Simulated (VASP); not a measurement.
# W (P6_3/mmc) in VASP: relaxation of cell and atoms with PBEsol

Aim: the relaxation of cell and atoms of W with PBEsol.

Everything below comes from runs of VASP 6.6.1. Logs are shortened: lines on timing, memory, paths and dates and some standing lists are left out, and cuts for length are marked.

## 1. The cell of the first run

The structure is hexagonal, space group P6_3/mmc (No. 194). The conventional cell has a = 2.602 Å, b = 2.602 Å, c = 4.476 Å, α = 90.00°, β = 90.00°, γ = 120.00°. W (site symmetry -6m2) has 12 W at 2.60 to 2.70 Å within 3.4 Å.

This isn't the form of W at room conditions, which is bcc.

## 2. Relaxation of cell and atoms, PBEsol, target pressure 88 GPa, at which the enthalpy is minimised

INCAR reads:

```
ALGO = Normal
EDIFF = 1E-7
EDIFFG = -0.005
ENCUT = 500
GGA = PS
GGA_COMPAT = False
IBRION = 2
ISIF = 3
ISMEAR = -1
LASPH = True
LCHARG = False
LREAL = False
LWAVE = False
NELM = 120
NELMIN = 4
NSW = 32
PREC = Accurate
PSTRESS = 880.0
SIGMA = 0.1
```

KPOINTS reads:

```
k-points
0
Gamma
  17 17 9
```

POSCAR reads:

```
W
1.0
    2.6015034740      0.0000000000      0.0000000000
   -1.3007517370      2.2529680965      0.0000000000
    0.0000000000      0.0000000000      4.4763208745
W
2
Direct
    0.3333333333      0.6666666667      0.2500000000
    0.6666666667      0.3333333333      0.7500000000
```

Potentials or basis: VASP PAW PBE potentials, release 64 (W_sv).

Command:

```
$ cat potpaw_PBE.64/W_sv/POTCAR > POTCAR
$ mpirun -np 1 vasp_std > vasp.out
```

OUTCAR:

```text
EDIFF = 1E-7
   EDIFFG = -0.005
   ENCUT = 500
   GGA = PS
   IBRION = 2
   ISIF = 3
   ISMEAR = -1
   LASPH = True
   LREAL = False
   NELM = 120
   NELMIN = 4
   NSW = 32
   PREC = Accurate
   PSTRESS = 880.0

 ion  position               nearest neighbor table
   1  0.333  0.667  0.250-   2 2.70   2 2.70   2 2.70   2 2.70   2 2.70   2 2.70
   2  0.667  0.333  0.750-   1 2.70   1 2.70   1 2.70   1 2.70   1 2.70   1 2.70

  LATTYP: Found a hexagonal cell.
 ALAT       =     2.6015034740
 C/A-ratio  =     1.7206668833

  Lattice vectors:

 A1 = (   2.6015034740,   0.0000000000,   0.0000000000)
 A2 = (  -1.3007517370,   2.2529680965,   0.0000000000)
 A3 = (   0.0000000000,   0.0000000000,   4.4763208745)

Analysis of symmetry for initial positions (statically):
=====================================================================
 Subroutine PRICEL returns:
 Original cell was already a primitive cell.

 Routine SETGRP: Setting up the symmetry group for a
 hexagonal supercell.

 Subroutine GETGRP returns: Found 24 space group operations
 (whereof 12 operations were pure point group operations)
 out of a pool of 24 trial point group operations.

The static configuration has the point symmetry D_3d.
 The point group associated with its full space group is D_6h.

Analysis of symmetry for dynamics (positions and initial velocities):
=====================================================================
 Subroutine PRICEL returns:
 Original cell was already a primitive cell.

 Routine SETGRP: Setting up the symmetry group for a
 hexagonal supercell.

 Subroutine GETGRP returns: Found 24 space group operations
 (whereof 12 operations were pure point group operations)
 out of a pool of 24 trial point group operations.

The dynamic configuration has the point symmetry D_3d.
 The point group associated with its full space group is D_6h.

 Subroutine INISYM returns: Found 24 space group operations
 (whereof 12 operations are pure point group operations),
 and found     1 'primitive' translations

----------------------------------------------------------------------------------------

                                     Primitive cell

  volume of cell :      26.2362

  direct lattice vectors                    reciprocal lattice vectors
     2.601503474  0.000000000  0.000000000     0.384393106  0.221929463  0.000000000
    -1.300751737  2.252968097  0.000000000     0.000000000  0.443858926  0.000000000
     0.000000000  0.000000000  4.476320874     0.000000000  0.000000000  0.223397747

  length of vectors
     2.601503474  2.601503474  4.476320874     0.443858926  0.443858926  0.223397747

  position of ions in fractional coordinates (direct lattice)
     0.333333333  0.666666667  0.250000000
     0.666666667  0.333333333  0.750000000

  ion indices of the primitive-cell ions
   primitive index   ion index
                 1           1
                 2           2

----------------------------------------------------------------------------------------

 KPOINTS: k-points

Automatic generation of k-mesh.
 Grid dimensions read from file:
 generate k-points for:   17   17    9

 Generating k-lattice:

  Cartesian coordinates                     Fractional coordinates (reciprocal lattice)
     0.022611359  0.013054674  0.000000000     0.058823529  0.000000000  0.000000000
     0.000000000  0.026109349  0.000000000     0.000000000  0.058823529  0.000000000
     0.000000000  0.000000000  0.024821972     0.000000000  0.000000000  0.111111111

  Length of vectors
     0.026109349  0.026109349  0.024821972

  Shift w.r.t. Gamma in fractional coordinates (k-lattice)
     0.000000000  0.000000000  0.000000000

 Subroutine IBZKPT returns following result:
 ===========================================

 Found    165 irreducible k-points:

 Following reciprocal coordinates:
            Coordinates               Weight
  0.000000  0.000000  0.000000      1.000000
  0.058824  0.000000  0.000000      6.000000
  0.117647  0.000000  0.000000      6.000000
  0.176471  0.000000  0.000000      6.000000
  0.235294  0.000000  0.000000      6.000000
  0.294118  0.000000  0.000000      6.000000
[... 16 lines left out ...]
  0.411765  0.117647  0.000000     12.000000
  0.176471  0.176471  0.000000      6.000000
 [... further k-points ...]
   k-points           NKPTS =    165   k-points in BZ     NKDIM =    165   number of bands    NBANDS=     18
   number of dos      NEDOS =    301   number of ions     NIONS =      2
   total plane-waves  NPLWV =  14400
   dimension x,y,z NGX =    20 NGY =   20 NGZ =   36
   dimension x,y,z NGXF=    40 NGYF=   40 NGZF=   72
   ions per type =               2
   NGX,Y,Z   is equivalent  to a cutoff of  12.78, 12.78, 13.37 a.u.
   NGXF,Y,Z  is equivalent  to a cutoff of  25.56, 25.56, 26.74 a.u.
 SYSTEM =  unknown system
   PREC   = accura    normal or accurate (medium, high low for compatibility)
   ISTART =      0    job   : 0-new  1-cont  2-samecut
   ICHARG =      2    charge: 1-file 2-atom 10-const
   ISPIN  =      1    spin polarized calculation?
   LNONCOLLINEAR =      F non collinear calculations
   LSORBIT =      F    spin-orbit coupling
   LASPH  =      T    aspherical Exc in radial PAW
   ENCUT  =  500.0 eV  36.75 Ry    6.06 a.u.   4.74  4.74  8.16*2*pi/ulx,y,z
   NELM   =    120;   NELMIN=  4; NELMDL= -5     # of ELM steps
   EDIFF  = 0.1E-06   stopping-criterion for ELM
   LREAL  =      F    real-space projection
   EDIFFG = -.5E-02   stopping-criterion for IOM
   NSW    =     32    number of steps for IOM
   IBRION =      2    ionic relax: 0-MD 1-quasi-New 2-CG
   NFREE  =      1    steps in history (QN), initial steepest desc. (CG)
   ISIF   =      3    stress and relaxation
   ISYM   =      2    0-nonsym 1-usesym 2-fastsym
   POTIM  = 0.5000    time-step for ionic-motion
   TEBEG  =    0.0;   TEEND  =   0.0 temperature during run
   PSTRESS=  880.0 pullay stress
   NELECT =      28.0000    total number of electrons
   NUPDOWN=      -1.0000    fix difference up-down
   EMIN   =  10.00;   EMAX   =-10.00  energy-range for DOS
   EFERMI =   0.00;   METHOD = LEGACY
   ISMEAR =    -1;   SIGMA  =   0.10  broadening in eV -4-tet -1-fermi 0-gaus
   EFERMI_NEDOS =   21; number of points for ismear=-14 and -15
   IALGO  =     38    algorithm
   IMIX   =      4    mixing-type and parameters
     AMIX     =   0.40;   BMIX     =  1.00
     AMIX_MAG =   1.60;   BMIX_MAG =  1.00
  volume/ion in A,a.u.               =      13.12        88.53
  Fermi-wavevector in a.u.,A,eV,Ry     =   1.672992  3.161497 38.081392  2.798903
  Thomas-Fermi vector in A             =   2.758042
   LORBIT       =      0    0 simple, 1 ext, 2 COOP (PROOUT), +10 PAW based schemes
   GGA     = PS    functional components
   LHFCALC =     F    Hartree Fock is set to
   AEXX    =    0.0000 exact exchange contribution
   IVDW    =     0    specifies the selected vdW correction
   LEPSILON=     F    determine dielectric tensor
   LRPA    =     F    only Hartree local field effects (RPA)
 conjugate gradient relaxation of ions
 non-spin polarized calculation
  energy-cutoff  :      500.00
  volume of cell :       26.24
 maximum number of plane-waves:       683
 NGX is ok and might be reduce to    20
   NGX =  9   NGY =  9   NGZ = 17

--------------------------------------- Ionic step        1  -------------------------------------------

 number of electron      28.0000000 magnetization

 Free energy of the ion-electron system (eV)
  ---------------------------------------------------
  ext. energy  EPLUGINS =         0.00000000
  ---------------------------------------------------
  free energy    TOTEN  =       -25.20272396 eV

  energy without entropy =      -25.14108588  energy(sigma->0) =      -25.17190492

------------------------ aborting loop because EDIFF is reached ----------------------------------------

  FORCE on cell =-STRESS in cart. coord.  units (eV):
  Direction    XX          YY          ZZ          XY          YZ          ZX
  --------------------------------------------------------------------------------------
  -------------------------------------------------------------------------------------
  Total       14.8306794     14.8306794     14.7896344     -0.0000000     -0.0000000      0.0000000
  in kB      905.6720544    905.6720544    903.1655377     -0.0000000     -0.0000000      0.0000000
  external PRESSURE =      24.8365488 kB  Pullay stress =     880.0000000 kB

 VOLUME and BASIS-vectors are now :
 -----------------------------------------------------------------------------
  energy-cutoff  :      500.00
  volume of cell :       26.24
      direct lattice vectors                 reciprocal lattice vectors
     2.601503474  0.000000000  0.000000000     0.384393106  0.221929463  0.000000000
    -1.300751737  2.252968097  0.000000000     0.000000000  0.443858926  0.000000000
     0.000000000  0.000000000  4.476320874     0.000000000  0.000000000  0.223397747
[... 122 lines left out ...]
  FREE ENERGIE OF THE ION-ELECTRON SYSTEM (eV)
  ---------------------------------------------------
  free  energy   TOTEN  =       -25.2600803453 eV

  energy  without entropy=      -25.1983013810  energy(sigma->0) =      -25.22919086

  enthalpy is  TOTEN    =       -10.7932334067 eV   P V=       14.4668469386

--------------------------------------- Ionic step        5  -------------------------------------------

 number of electron      28.0000000 magnetization

 Free energy of the ion-electron system (eV)
  ---------------------------------------------------
  ext. energy  EPLUGINS =         0.00000000
  ---------------------------------------------------
  free energy    TOTEN  =       -25.26071485 eV

  energy without entropy =      -25.19908094  energy(sigma->0) =      -25.22989789

 E-fermi :  13.7210     XC(G=0): -14.8249

 val. band max:       13.7015586453   @ k =   0.2941   0.0588   0.1111
 cond. band min:      13.7296911624   @ k =   0.1765   0.1765   0.2222
 fundamental gap:      0.0281325171
 Fermi energy:        13.7210270189

 k-point     1 :       0.0000    0.0000    0.0000
  band No.  band energies     occupation
      1     -59.7148      2.00000
      2     -59.4882      2.00000
      3     -25.1517      2.00000
      4     -23.0541      2.00000
      5     -23.0401      2.00000
      6     -23.0401      2.00000
[... 10 lines left out ...]
     17      15.8117      0.00000
     18      15.8117      0.00000
[... 463 lines left out ...]
 k-point    24 :       0.1765    0.1765    0.0000
  band No.  band energies     occupation
      1     -59.5188      2.00000
      2     -59.3750      2.00000
      3     -24.5666      2.00000
      4     -24.2832      2.00000
      5     -24.2765      2.00000
      6     -23.4956      2.00000
[... 10 lines left out ...]
     17      17.6106      0.00000
     18      18.8824      0.00000

 [... further k-points ...]

------------------------ aborting loop because EDIFF is reached ----------------------------------------

  FORCE on cell =-STRESS in cart. coord.  units (eV):
  Direction    XX          YY          ZZ          XY          YZ          ZX
  --------------------------------------------------------------------------------------
  -------------------------------------------------------------------------------------
  Total       14.4734180     14.4734180     14.4653534     -0.0000000      0.0000000      0.0000000
  in kB      880.3612153    880.3612153    879.8706753     -0.0000000      0.0000000      0.0000000
  external PRESSURE =       0.1977020 kB  Pullay stress =     880.0000000 kB

 VOLUME and BASIS-vectors are now :
 -----------------------------------------------------------------------------
  energy-cutoff  :      500.00
  volume of cell :       26.34
      direct lattice vectors                 reciprocal lattice vectors
     2.604693221 -0.000000000 -0.000000000     0.383922372  0.221657685  0.000000000
    -1.302346611  2.255730499  0.000000000     0.000000000  0.443315370  0.000000000
    -0.000000000 -0.000000000  4.483085235     0.000000000 -0.000000000  0.223060671

 POSITION                                       TOTAL-FORCE (eV/Angst)
 -----------------------------------------------------------------------------------
     -0.00000      1.50382      1.12077         0.000000      0.000000      0.000000
      1.30235      0.75191      3.36231        -0.000000     -0.000000     -0.000000
 -----------------------------------------------------------------------------------
    total drift:                               -0.000000      0.000000     -0.000000

  FREE ENERGIE OF THE ION-ELECTRON SYSTEM (eV)
  ---------------------------------------------------
  free  energy   TOTEN  =       -25.2607148484 eV

  energy  without entropy=      -25.1990809384  energy(sigma->0) =      -25.22989789

  enthalpy is  TOTEN    =       -10.7932353008 eV   P V=       14.4674795476

 reached required accuracy - stopping structural energy minimisation
```

Run time: 5.7 min. Hardware: 1 thread of AMD EPYC 7R13, shared host; peak memory 0.16 GiB.

Results:

- Free energy: -25.2607 eV
- Relaxed volume: 13.17 Å³/atom
- Relaxed cell: a = 2.605 Å, b = 2.605 Å, c = 4.483 Å, α = 90.00°, β = 90.00°, γ = 120.00°
- Space group after relaxing (to 0.1 Å): P6_3/mmc (No. 194)
- Energy change on relaxing (the run minimises the enthalpy): -29.0 meV/atom
- Ionic steps: 5
- Pressure after relaxing: 88.0 GPa
- Band gap on the k mesh: zero (bands 14 and 15 overlap by 2.30 eV)

Step by step:
```csv
step,energy change (eV),largest force (eV/Å),pressure (GPa),volume (Å³)
1,0.0000,0.0000,90.48,26.24
2,-0.3964,0.0000,72.84,27.02
3,-0.0585,0.0000,87.98,26.34
4,-0.0574,0.0000,88.02,26.34
5,-0.0580,0.0000,88.02,26.34
```

Final structure:
```
CELL_PARAMETERS angstrom
2.60469 0.00000 0.00000
-1.30235 2.25573 0.00000
0.00000 0.00000 4.48309
ATOMIC_POSITIONS crystal
W 0.33333 0.66667 0.25000
W 0.66667 0.33333 0.75000
```

Levels at points of the mesh, in eV from the Fermi level:
```tsv
k point	band 11	band 12	band 13	band 14	band 15	band 16	band 17	band 18
(0.00, 0.00, 0.00)	-1.92	-0.87	-0.87	0.05	0.05	0.89	2.09	2.09
```

Caveat: the cell is relaxed towards a set pressure, so the run minimises the enthalpy, not the energy; the PAW data sets were made with another functional, which shifts forces and pressure a little; spin-orbit coupling is left out, which moves the levels of the heavy elements.
